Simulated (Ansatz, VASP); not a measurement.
## Two plane-wave programs on Ti

```
Ti
1.0
     2.71400    0.00000    0.00000
    -1.35700    2.35039    0.00000
     0.00000    0.00000    4.87344
Ti
2
Direct
  0.33333 0.66667 0.25000
  0.66667 0.33333 0.75000
```

Change from the starting cell: strain -0.080 along x and y, +0.040 along z, atoms carried along.

Alike in both runs: task single point; functional PBEsol; k mesh 18 × 18 × 10; occupations gaussian, width 0.15 eV; no spin polarisation.

|  | VASP | Ansatz |
| --- | --- | --- |
| version | VASP 6.6.1 | Ansatz 0.2.0 |
| potentials or method | VASP PAW PBE potentials, release 64 (Ti_sv), cutoff 520 eV | scalar-relativistic, plane waves, PAW |
| valence electrons in the cell | 24 | 24 |

VASP gave:

| Quantity | Value |
| --- | --- |
| gap on the k mesh at the Fermi level (eV) | none |
| pressure (GPa) | 8.9 |
| traceless stress, the component that is largest in VASP (GPa) | -8.15 |

Estimate Ansatz's values.

gap on the k mesh at the Fermi level (eV): none; pressure (GPa): 9.4; traceless stress, the component that is largest in VASP (GPa): -8.23.

VASP's potentials were made for PBE, not for PBEsol. A gap of «none» marks a metal or a gap that the smearing closes. The functional is the same, so the differences come from potentials, cutoffs and numerics.
